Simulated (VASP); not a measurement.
Runs of VASP 6.6.1 on HgSe. The structure is that of space group F-43m (No. 216), or close to it. The cells are those of the table. 

| task | level | potentials or basis | spin | cell | k mesh | smearing | gap on the mesh (eV) | pressure (GPa) | moment (μB) | relaxed volume (Å³/atom) |
| --- | --- | --- | --- | --- | --- | --- | --- | --- | --- | --- |
| single point | revPBE+D4 | VASP PAW PBE potentials, release 64 (Hg, Se) | off | a = 4.362 Å, angles 60.0°, 2 atoms | 8 × 8 × 8 | fermi-dirac 0.05 eV | none | 0.2 | - | - |
| single point | revPBE+D3(BJ) | VASP PAW PBE potentials, release 64 (Hg, Se) | off | a = 4.349 Å, angles 60.0°, 2 atoms | 8 × 8 × 8 | fermi-dirac 0.05 eV | none | 0.2 | - | - |
| single point | LDA | VASP PAW LDA potentials, release 64 (Hg, Se) | non-collinear, typed start | a = 4.290 Å, angles 60.0°, 2 atoms | 6 × 6 × 6 | gaussian 0.01 eV | none | 0.5 | 0.00 | - |
| relaxation of cell and atoms | BLYP | VASP PAW PBE potentials, release 64 (Hg, Se) | off | relaxed from a = 4.298 Å, angles 60.0°, 2 atoms | 8 × 8 × 8 | fermi-dirac 0.05 eV | none | 0.0 | - | 33.30 |
| relaxation of cell and atoms | LDA | VASP PAW LDA potentials, release 64 (Hg, Se) | non-collinear, typed start | relaxed from a = 4.298 Å, angles 60.0°, 2 atoms | 6 × 6 × 6 | gaussian 0.01 eV | none | 0.0 | 0.00 | (b) |
| relaxation of cell and atoms | revPBE+D4 | VASP PAW PBE potentials, release 64 (Hg, Se) | off | relaxed from a = 4.298 Å, angles 60.0°, 2 atoms | 8 × 8 × 8 | fermi-dirac 0.05 eV | none | 0.0 | - | 29.48 |
| single point | PBE | VASP PAW PBE potentials, release 64 (Hg, Se) | off | a = 4.298 Å, angles 60.0°, 2 atoms | 4 × 4 × 4 | fermi-dirac 0.06 eV | none | 5.4 | - | - |
| relaxation of cell and atoms | revPBE | VASP PAW PBE potentials, release 64 (Hg, Se) | off | relaxed from a = 4.298 Å, angles 60.0°, 2 atoms | 8 × 8 × 8 | fermi-dirac 0.05 eV | none | 0.0 | - | 31.80 |
| single point | PBE | VASP PAW PBE potentials, release 64 (Hg, Se) | off | a = 4.298 Å, angles 60.0°, 2 atoms | 6 × 6 × 6 | fermi-dirac 0.04 eV | none | 5.1 | - | - |
| single point | PBE+D4 | VASP PAW PBE potentials, release 64 (Hg, Se) | off | a = 4.365 Å, angles 60.0°, 2 atoms | 8 × 8 × 8 | fermi-dirac 0.05 eV | none | 0.2 | - | - |
| relaxation of cell and atoms | revPBE+D3(BJ) | VASP PAW PBE potentials, release 64 (Hg, Se) | off | relaxed from a = 4.298 Å, angles 60.0°, 2 atoms | 8 × 8 × 8 | fermi-dirac 0.05 eV | none | 0.0 | - | (c) |
| relaxation of cell and atoms | PBE+D4 | VASP PAW PBE potentials, release 64 (Hg, Se) | off | relaxed from a = 4.298 Å, angles 60.0°, 2 atoms | 8 × 8 × 8 | fermi-dirac 0.05 eV | none | 0.0 | - | (a) |

Alike in all rows: cutoff (eV) 500.

Fill in the values left out.

(a) 29.55; (b) 28.13; (c) 29.21.

Caveats: some runs use coarse meshes; spin-orbit coupling is left out, which moves the levels of the heavy elements; the PAW data sets were made with another functional, which shifts forces and pressure a little (some runs); pairwise dispersion overbinds metals, which lowers pressure and volume (some runs); the volume moved by over 15 % at a fixed basis, so the end points are rough (some runs); the volume moved by +19 % from the deposited cell, more than functionals usually miss (some runs); the volume moved by +13 % from the deposited cell, more than functionals usually miss (some runs).

A k mesh can miss the band edges, and the runs leave out spin-orbit coupling on Hg, Se.

A gap of «none» marks levels without a gap at the run's occupations.
